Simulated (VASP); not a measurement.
# NiO (R-3m) in VASP: a series of runs

The runs below take NiO through single point, with PBE+U.

Program: VASP 6.6.1. These are calculated values, not measurements. Logs are shortened: lines on timing, memory, paths and dates and some standing lists are left out, and cuts for length are marked.

### 1 The cell of the first run

The typed cell holds 4 atoms: a = 2.966 Å, b = 2.966 Å, c = 5.133 Å, α = 73.21°, β = 90.00°, γ = 60.00°.

### 2 Single point, PBE+U, collinear spin, antiferromagnetic start (9.22 Å³/atom)

Contents of INCAR:

```
SYSTEM = NiO
ALGO     = Normal         ! electronic algorithm
EDIFF    = 1E-6           ! SCF threshold, eV
ENCUT    = 520            ! plane-wave cutoff, eV
GGA      = PE             ! functional
ISIF     = 2              ! what is computed and relaxed
ISMEAR   = 0              ! smearing method
ISPIN    = 2              ! spin polarisation
LASPH    = .TRUE.         ! aspherical terms in the spheres
LCHARG   = .TRUE.         ! write CHGCAR
LDAU     = .TRUE.         ! DFT+U
LDAUJ    = 0 0          
LDAUL    = 2 -1           ! shell
LDAUPRINT= 1            
LDAUTYPE = 2            
LDAUU    = 6.2 0          ! U, eV
LELF     = .TRUE.         ! ELF
LMAXMIX  = 4              ! l up to which the mixer works
LORBIT   = 11             ! projections on sites
LREAL    = .FALSE.        ! projectors in reciprocal space
LVHAR    = .TRUE.       
LWAVE    = .FALSE.        ! write WAVECAR
MAGMOM   = 1.84 -1.84 0 0 ! initial moments
NBANDS   = 28             ! bands
NELM     = 150            ! most SCF steps
PREC     = Accurate       ! precision mode
SIGMA    = 0.05           ! smearing width, eV
```

Contents of KPOINTS:

```
k-points
0
G
  10 10 10
  0 0 0
```

Contents of POSCAR:

```
NiO
1.0
    0.0000000000      2.0974322285      2.0974322285
    2.0974322284      0.0000000000      2.0974322285
    4.1919213105      2.0944890820     -2.0944890820
Ni O
2 2
Direct
    0.0000000000      0.0000000000      0.0000000000
    0.5000000000      0.0000000000      0.5000000000
    0.7500000000      0.4999999999      0.2500000001
    1.2500000000      0.5000000001      0.7499999999
```

Potentials or basis: VASP PAW PBE potentials, release 64 (Ni, O).

Run with:

```bash
$ cat potpaw_PBE.64/Ni/POTCAR potpaw_PBE.64/O/POTCAR > POTCAR
$ mpirun -np 1 vasp_std > vasp.out
```

OUTCAR:

```text
SYSTEM = NiO
   EDIFF = 1E-6
   ENCUT = 520
   GGA = PE
   ISIF = 2
   ISMEAR = 0
   ISPIN = 2
   LASPH = .TRUE.
   LORBIT = 11
   LREAL = .FALSE.
   NELM = 150
   PREC = Accurate

 ion  position               nearest neighbor table
   1  0.000  0.000  0.000-   3 2.10   4 2.10   3 2.10   4 2.10   3 2.10   4 2.10   2 2.96   2 2.96
                             2 2.96   2 2.96   2 2.96   2 2.96
   2  0.500  0.000  0.500-   3 2.10   4 2.10   4 2.10   3 2.10   4 2.10   3 2.10   1 2.96   1 2.96
                             1 2.96   1 2.96   1 2.96   1 2.96
   3  0.750  0.500  0.250-   2 2.10   2 2.10   2 2.10   1 2.10   1 2.10   1 2.10
   4  0.250  0.500  0.750-   2 2.10   2 2.10   2 2.10   1 2.10   1 2.10   1 2.10

  LATTYP: Found a trigonal (rhomboedric) cell.
 ALAT       =     5.1328328730
 COS(alpha) =     0.8330210882

  Lattice vectors:

 A1 = (   4.1919213105,   2.0944890820,  -2.0944890820)
 A2 = (   2.0944890821,   2.0944890820,  -4.1919213105)
 A3 = (   2.0944890821,   4.1919213105,  -2.0944890820)

Analysis of symmetry for initial positions (statically):
=====================================================================
 Subroutine PRICEL returns following result:

  LATTYP: Found a trigonal (rhomboedric) cell.
 ALAT       =     2.9641363501
 COS(alpha) =     0.4992977773
[... 12 lines left out ...]
 Subroutine GETGRP returns: Found 12 space group operations
 (whereof 12 operations were pure point group operations)
 out of a pool of 12 trial point group operations.

The static configuration has the point symmetry D_3d.

Analysis of symmetry for dynamics (positions and initial velocities):
=====================================================================
 Subroutine PRICEL returns following result:

  LATTYP: Found a trigonal (rhomboedric) cell.
 ALAT       =     2.9641363501
 COS(alpha) =     0.4992977773
[... 12 lines left out ...]
 Subroutine GETGRP returns: Found 12 space group operations
 (whereof 12 operations were pure point group operations)
 out of a pool of 12 trial point group operations.

The dynamic configuration has the point symmetry D_3d.

Analysis of structural, dynamic, and magnetic symmetry:
=====================================================================
 Subroutine PRICEL returns following result:

[... 224 lines left out ...]
  o =  0.9833  v =  0.0000  0.0000  0.0000  0.0000  0.0000 -0.5774  0.5773 -0.0000  0.5774  0.0000      0.0000  0.0000  0.0000  0.0000  0.0000  0.0000  0.0000  0.0000  0.0000  0.0000
  o =  0.9833  v =  0.0000  0.0000  0.0000  0.0000  0.0000 -0.4308 -0.8161 -0.0002  0.3853  0.0003      0.0000  0.0000  0.0000  0.0000  0.0000  0.0000  0.0000  0.0000  0.0000  0.0000
  o =  0.9833  v =  0.0000  0.0000  0.0000  0.0000  0.0000 -0.6936  0.0263 -0.0003 -0.7199 -0.0002      0.0000  0.0000  0.0000  0.0000  0.0000  0.0000  0.0000  0.0000  0.0000  0.0000
  o =  1.0298  v =  0.0000  0.0000  0.0000  0.0000  0.0000  0.0001  0.0003 -0.5000 -0.0001  0.8660      0.0000  0.0000  0.0000  0.0000  0.0000  0.0000  0.0000  0.0000  0.0000  0.0000
  o =  1.0298  v =  0.0000  0.0000  0.0000  0.0000  0.0000 -0.0002  0.0000  0.8660 -0.0002  0.5000      0.0000  0.0000  0.0000  0.0000  0.0000  0.0000  0.0000  0.0000  0.0000  0.0000

 number of electron      32.0000008 magnetization       0.0000000

 Free energy of the ion-electron system (eV)
  ---------------------------------------------------
  ext. energy  EPLUGINS =         0.00000000
  ---------------------------------------------------
  free energy    TOTEN  =       -20.47783199 eV

  energy without entropy =      -20.47783199  energy(sigma->0) =      -20.47783199

 E-fermi :   6.3550     XC(G=0): -12.5741

 val. band max:        6.1342395007   @ k =   0.0000   0.0000   0.5000
 cond. band min:       9.4677919702   @ k =   0.0000   0.0000   0.0000
 fundamental gap:      3.3335524695
 Fermi energy:         6.3549552172

 spin component 1

 k-point     1 :       0.0000    0.0000    0.0000
  band No.  band energies     occupation
      1     -12.0289      1.00000
      2     -10.6144      1.00000
      3      -0.7457      1.00000
      4      -0.0320      1.00000
      5      -0.0320      1.00000
      6       1.9089      1.00000
[... 1481 lines left out ...]
     27      27.7607      0.00000
     28      28.5956      0.00000

 [... further k-points ...]

------------------------ aborting loop because EDIFF is reached ----------------------------------------

  FORCE on cell =-STRESS in cart. coord.  units (eV):
  Direction    XX          YY          ZZ          XY          YZ          ZX
  --------------------------------------------------------------------------------------
  -------------------------------------------------------------------------------------
  Total       -0.3157249     -0.3157249     -0.3157249     -0.0008095      0.0008095      0.0008095
  in kB      -13.7199618    -13.7199618    -13.7199618     -0.0351788      0.0351788      0.0351788
  external PRESSURE =     -13.7199618 kB  Pullay stress =       0.0000000 kB

 VOLUME and BASIS-vectors are now :
 -----------------------------------------------------------------------------
  energy-cutoff  :      520.00
  volume of cell :       36.87
      direct lattice vectors                 reciprocal lattice vectors
     0.000000000  2.097432229  2.097432229    -0.119151505  0.357621945  0.119151505
     2.097432228  0.000000000  2.097432229     0.238303010 -0.238470440  0.238470440
     4.191921310  2.094489082 -2.094489082     0.119318935  0.119318935 -0.119318935

 POSITION                                       TOTAL-FORCE (eV/Angst)
 -----------------------------------------------------------------------------------
      0.00000      0.00000      0.00000         0.000000     -0.000000      0.000000
      2.09596      2.09596      0.00147         0.000000     -0.000000      0.000000
      2.09670      2.09670      2.09817        -0.000000      0.000000      0.000000
      4.19266      2.09522      0.00221        -0.000000      0.000000     -0.000000
 -----------------------------------------------------------------------------------
    total drift:                                0.000000     -0.000000      0.000000

  FREE ENERGIE OF THE ION-ELECTRON SYSTEM (eV)
  ---------------------------------------------------
  free  energy   TOTEN  =       -20.4778319880 eV

  energy  without entropy=      -20.4778319880  energy(sigma->0) =      -20.47783199

 total charge

# of ion       s       p       d       tot
------------------------------------------
    1        0.338   0.413   8.233   8.984
    2        0.338   0.413   8.233   8.984
    3        1.550   3.468   0.000   5.017
    4        1.550   3.468   0.000   5.017
--------------------------------------------------
tot          3.776   7.762  16.466  28.003

 magnetization (x)

# of ion       s       p       d       tot
------------------------------------------
    1       -0.002  -0.005   1.757   1.750
    2        0.002   0.005  -1.757  -1.750
    3        0.000   0.000   0.000   0.000
    4        0.000   0.000   0.000   0.000
--------------------------------------------------
tot          0.000   0.000  -0.000  -0.000
```

OSZICAR:

```text
N       E                     dE             d eps       ncg     rms          rms(c)
DAV:   1     0.260594821298E+03    0.26059E+03   -0.14741E+04 13592   0.152E+03
DAV:   2     0.886132380856E+01   -0.25173E+03   -0.22465E+03 13224   0.336E+02
DAV:   3    -0.187780800500E+02   -0.27639E+02   -0.26113E+02 14460   0.121E+02
DAV:   4    -0.193414437296E+02   -0.56336E+00   -0.56137E+00 13920   0.175E+01
DAV:   5    -0.193510131608E+02   -0.95694E-02   -0.95683E-02 15476   0.224E+00    0.216E+01
DAV:   6    -0.188032065107E+02    0.54781E+00   -0.14980E+01 17860   0.942E+01    0.246E+01
DAV:   7    -0.200879314833E+02   -0.12847E+01   -0.38991E+00 15224   0.347E+01    0.125E+01
DAV:   8    -0.202894577105E+02   -0.20153E+00   -0.78036E-01 17000   0.161E+01    0.887E+00
DAV:   9    -0.204672069170E+02   -0.17775E+00   -0.14937E-01 14824   0.117E+01    0.176E+00
DAV:  10    -0.204739624288E+02   -0.67555E-02   -0.60382E-02 17140   0.453E+00    0.394E-01
DAV:  11    -0.204770914706E+02   -0.31290E-02   -0.25753E-02 13592   0.124E+00    0.158E-01
DAV:  12    -0.204775902956E+02   -0.49883E-03   -0.25952E-04 19060   0.205E-01    0.980E-02
DAV:  13    -0.204777698407E+02   -0.17955E-03   -0.18801E-04 15944   0.383E-01    0.441E-02
DAV:  14    -0.204778200114E+02   -0.50171E-04   -0.78064E-05 16812   0.195E-01    0.157E-02
DAV:  15    -0.204778274010E+02   -0.73896E-05   -0.22227E-05 16488   0.632E-02    0.113E-02
DAV:  16    -0.204778311417E+02   -0.37408E-05   -0.45627E-06 17364   0.483E-02    0.480E-03
DAV:  17    -0.204778319880E+02   -0.84625E-06   -0.18565E-06 14380   0.257E-02
   1 F= -.20477832E+02 E0= -.20477832E+02  d E =-.194188E-12  mag=    -0.0000
```

It took 3.2 min on 1 thread of Intel Xeon Platinum 8488C (Sapphire Rapids), shared host; peak memory 0.3 GiB.

What came out:

```
Free energy                                           : -20.4778 eV
Pressure                                              : -1.4 GPa
Band gap on the k mesh                                : 3.33 eV
Net moment                                            : 0.00 μB per cell
Site moments                                          : Ni +1.75, -1.75; O +0.00 μB
Valence electrons inside the program's atomic spheres : Ni 8.98; O 5.02
```

Eigenvalues of the final occupation matrices:
```csv
site,spin,trace,eigenvalues
site 1 d,1,5.01,0.98 0.98 0.98 1.03 1.03
site 1 d,2,3.25,0.15 0.15 0.98 0.98 0.98
site 2 d,1,3.25,0.15 0.15 0.98 0.98 0.98
site 2 d,2,5.01,0.98 0.98 0.98 1.03 1.03
```

### 3 Single point, PBE+U, collinear spin, antiferromagnetic start (9.41 Å³/atom)

This run uses another cell than the first one, of 9.41 Å³/atom.

Contents of INCAR:

```
PREC = Accurate
ENCUT = 520
EDIFF = 1E-6
ISMEAR = 0
SIGMA = 0.05
LREAL = F
LASPH = T
NELM = 150
ALGO = Normal
ISIF = 2
LWAVE = F
LCHARG = F
ISPIN = 2
MAGMOM = 1.85 -1.85 0 0
LORBIT = 11
LMAXMIX = 4
LDAU = T
LDAUTYPE = 2
LDAUL = 2 -1
LDAUU = 6.2 0
LDAUJ = 0 0
LDAUPRINT = 1
GGA = PE
NBANDS = 28
```

Contents of KPOINTS:

```
Automatic mesh
0
Gamma
  10 10 10
```

Contents of POSCAR:

```
NiO
1.0
    0.0000000000      2.1118977354      2.1118977354
    2.1118977354      0.0000000000      2.1118977354
    4.2208320262      2.1089342907     -2.1089342907
Ni O
2 2
Direct
    0.0000000000      0.0000000000      0.0000000000
    0.5000000000      0.0000000000      0.5000000000
    0.7500000000      0.4999999999      0.2500000001
    1.2500000000      0.5000000001      0.7499999999
```

Potentials or basis: VASP PAW PBE potentials, release 64 (Ni, O).

Run with:

```bash
$ cat potpaw_PBE.64/Ni/POTCAR potpaw_PBE.64/O/POTCAR > POTCAR
$ mpirun -np 1 vasp_std > vasp.out
```

OUTCAR:

```text
PREC = Accurate
   ENCUT = 520
   EDIFF = 1E-6
   ISMEAR = 0
   LREAL = F
   LASPH = T
   NELM = 150
   ISIF = 2
   ISPIN = 2
   LORBIT = 11
   GGA = PE

 ion  position               nearest neighbor table
   1  0.000  0.000  0.000-   3 2.11   4 2.11   4 2.11   3 2.11   3 2.11   4 2.11   2 2.98   2 2.98
                             2 2.98   2 2.98   2 2.98   2 2.98
   2  0.500  0.000  0.500-   3 2.11   4 2.11   4 2.11   3 2.11   3 2.11   4 2.11   1 2.98   1 2.98
                             1 2.98   1 2.98   1 2.98   1 2.98
   3  0.750  0.500  0.250-   2 2.11   2 2.11   2 2.11   1 2.11   1 2.11   1 2.11
   4  0.250  0.500  0.750-   2 2.11   2 2.11   2 2.11   1 2.11   1 2.11   1 2.11

  LATTYP: Found a trigonal (rhomboedric) cell.
 ALAT       =     5.1682328390
 COS(alpha) =     0.8330210882

  Lattice vectors:

 A1 = (   4.2208320262,   2.1089342907,  -2.1089342907)
[... 1799 lines left out ...]

------------------------ aborting loop because EDIFF is reached ----------------------------------------

  FORCE on cell =-STRESS in cart. coord.  units (eV):
  Direction    XX          YY          ZZ          XY          YZ          ZX
  --------------------------------------------------------------------------------------
  -------------------------------------------------------------------------------------
  Total       -1.1413744     -1.1413744     -1.1413744      0.0008558     -0.0008558     -0.0008558
  in kB      -48.5866941    -48.5866941    -48.5866941      0.0364305     -0.0364305     -0.0364305
  external PRESSURE =     -48.5866941 kB  Pullay stress =       0.0000000 kB

 VOLUME and BASIS-vectors are now :
 -----------------------------------------------------------------------------
  energy-cutoff  :      520.00
  volume of cell :       37.64
      direct lattice vectors                 reciprocal lattice vectors
     0.000000000  2.111897735  2.111897735    -0.118335373  0.355172403  0.118335373
     2.111897735  0.000000000  2.111897735     0.236670746 -0.236837030  0.236837030
     4.220832026  2.108934291 -2.108934291     0.118501656  0.118501656 -0.118501656

 POSITION                                       TOTAL-FORCE (eV/Angst)
 -----------------------------------------------------------------------------------
      0.00000      0.00000      0.00000        -0.000000      0.000000     -0.000000
      2.11042      2.11042      0.00148        -0.000000     -0.000000     -0.000000
      2.11116      2.11116      2.11264        -0.000000     -0.000000     -0.000000
      4.22157      2.10968      0.00222         0.000000      0.000000      0.000000
 -----------------------------------------------------------------------------------
    total drift:                                0.000000     -0.000000      0.000000

  FREE ENERGIE OF THE ION-ELECTRON SYSTEM (eV)
  ---------------------------------------------------
  free  energy   TOTEN  =       -20.4638379646 eV

  energy  without entropy=      -20.4638379646  energy(sigma->0) =      -20.46383796

 total charge

# of ion       s       p       d       tot
------------------------------------------
    1        0.332   0.398   8.215   8.945
    2        0.332   0.398   8.215   8.945
    3        1.550   3.457   0.000   5.006
    4        1.550   3.457   0.000   5.006
--------------------------------------------------
tot          3.764   7.709  16.430  27.904

 magnetization (x)

# of ion       s       p       d       tot
------------------------------------------
    1       -0.001  -0.005   1.760   1.755
    2        0.001   0.005  -1.760  -1.755
    3        0.000   0.000   0.000   0.000
    4        0.000   0.000   0.000   0.000
--------------------------------------------------
tot          0.000   0.000   0.000   0.000
```

OSZICAR:

```text
N       E                     dE             d eps       ncg     rms          rms(c)
DAV:   1     0.260899449569E+03    0.26090E+03   -0.14645E+04 13552   0.151E+03
DAV:   2     0.912871636148E+01   -0.25177E+03   -0.22503E+03 13284   0.336E+02
DAV:   3    -0.187671296335E+02   -0.27896E+02   -0.26463E+02 14456   0.121E+02
DAV:   4    -0.193236461547E+02   -0.55652E+00   -0.55465E+00 13828   0.175E+01
DAV:   5    -0.193330714178E+02   -0.94253E-02   -0.94243E-02 15388   0.223E+00    0.209E+01
DAV:   6    -0.187686742941E+02    0.56440E+00   -0.15363E+01 17864   0.947E+01    0.240E+01
DAV:   7    -0.200638378720E+02   -0.12952E+01   -0.39471E+00 15252   0.346E+01    0.121E+01
DAV:   8    -0.202716751389E+02   -0.20784E+00   -0.79250E-01 16916   0.159E+01    0.854E+00
DAV:   9    -0.204528024133E+02   -0.18113E+00   -0.15231E-01 14636   0.118E+01    0.171E+00
DAV:  10    -0.204600862974E+02   -0.72839E-02   -0.60451E-02 16996   0.448E+00    0.384E-01
DAV:  11    -0.204631422351E+02   -0.30559E-02   -0.25403E-02 13592   0.123E+00    0.155E-01
DAV:  12    -0.204636034054E+02   -0.46117E-03   -0.22216E-04 19424   0.201E-01    0.963E-02
DAV:  13    -0.204637777219E+02   -0.17432E-03   -0.18136E-04 15904   0.359E-01    0.385E-02
DAV:  14    -0.204638256113E+02   -0.47889E-04   -0.75914E-05 16732   0.185E-01    0.148E-02
DAV:  15    -0.204638331275E+02   -0.75162E-05   -0.20716E-05 16652   0.643E-02    0.114E-02
DAV:  16    -0.204638371249E+02   -0.39974E-05   -0.49677E-06 17268   0.521E-02    0.482E-03
DAV:  17    -0.204638379646E+02   -0.83969E-06   -0.20353E-06 14760   0.253E-02
   1 F= -.20463838E+02 E0= -.20463838E+02  d E =-.149869E-22  mag=     0.0000
```

Run time: 2.6 min. Hardware: 1 thread of Intel Xeon Platinum 8488C (Sapphire Rapids), shared host; peak memory 0.3 GiB.

What came out:

```
Free energy                                           : -20.4638 eV
Pressure                                              : -4.9 GPa
Band gap on the k mesh                                : 3.18 eV
Net moment                                            : 0.00 μB per cell
Site moments                                          : Ni +1.75, -1.75; O +0.00 μB
Valence electrons inside the program's atomic spheres : Ni 8.95; O 5.01
```

Levels at points of the mesh, in eV from the valence-band top:
Spin up:
```csv
k point,band 13,band 14,band 15,band 16,band 17,band 18,band 19,band 20
"(0.00, 0.00, 0.00)",-0.72,-0.72,-0.72,-0.71,3.18,4.28,4.28,7.22
"(0.50, 0.00, 0.00)",-1.86,-1.69,-1.22,-0.59,4.22,4.23,8.90,9.20
"(0.00, 0.50, 0.00)",-2.04,-2.00,-0.64,-0.53,4.45,4.60,7.23,7.65
"(0.00, 0.00, 0.50)",-1.30,-1.30,0.00,0.00,4.15,4.15,5.88,6.01
```
Spin down:
| k point | band 12 | band 13 | band 14 | band 15 | band 16 | band 17 | band 18 | band 19 | band 20 | band 21 |
| --- | --- | --- | --- | --- | --- | --- | --- | --- | --- | --- |
| (0.00, 0.00, 0.00) | -0.72 | -0.72 | -0.72 | -0.72 | -0.71 | 3.18 | 4.28 | 4.28 | 7.22 | 11.53 |
| (0.50, 0.00, 0.00) | -2.21 | -1.86 | -1.69 | -1.22 | -0.59 | 4.22 | 4.23 | 8.90 | 9.20 | 11.08 |
| (0.00, 0.50, 0.00) | -2.05 | -2.04 | -2.00 | -0.64 | -0.53 | 4.45 | 4.60 | 7.23 | 7.65 | 11.52 |
| (0.00, 0.00, 0.50) | -1.92 | -1.30 | -1.30 | 0.00 | 0.00 | 4.15 | 4.15 | 5.88 | 6.01 | 13.12 |

Eigenvalues of the final occupation matrices:
```
    site  spin  trace               eigenvalues
site 1 d     1   5.00  0.98 0.98 0.98 1.03 1.03
site 1 d     2   3.24  0.15 0.15 0.98 0.98 0.98
site 2 d     1   3.24  0.15 0.15 0.98 0.98 0.98
site 2 d     2   5.00  0.98 0.98 0.98 1.03 1.03
```

Caveat: the cell stands under tension.
